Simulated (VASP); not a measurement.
Here is a VASP 6.6.1 calculation.

The input INCAR:

```
SYSTEM = Zn
  ALGO = Fast
  EDIFF = 1E-6
  ENCUT = 520
  GGA = PS
  ISIF = 2
  ISMEAR = 0
  LASPH = .True.
  LCHARG = .False.
  LREAL = .False.
  LWAVE = .False.
  NBANDS = 19
  NELM = 60
  PREC = Accurate
  SIGMA = 0.15
```

The input KPOINTS:

```
k-points
0
Gamma
  24 24 10
  0 0 0
```

File POSCAR:

```
Zn
1.0
    2.7447419948      0.0000000000      0.0000000000
   -1.3723709974      2.3770162943      0.0000000000
    0.0000000000      0.0000000000      4.7982990000
Zn
2
Direct
    0.3333333333      0.6666666667      0.2500000000
    0.6666666667      0.3333333333      0.7500000000
```

Potentials or basis: VASP PAW PBE potentials, release 64 (Zn).

Launch:

```console
$ cat potpaw_PBE.64/Zn/POTCAR > POTCAR
$ mpirun -np 1 vasp_std > vasp.out
```

Estimate the pressure.

-7.2 GPa.

Estimate the band gap on the k mesh.

zero (bands 12 and 13 overlap by 4.02 eV).

Stress tensor (GPa, compression positive):
```
-7.89  0.00  0.00
 0.00 -7.89  0.00
 0.00  0.00 -5.89
```

Caveat: the cell differs from its parent crystal (strain +0.030 along x and y, -0.030 along z); the cell stands under tension; the PAW data sets were made with another functional, which shifts forces and pressure a little.
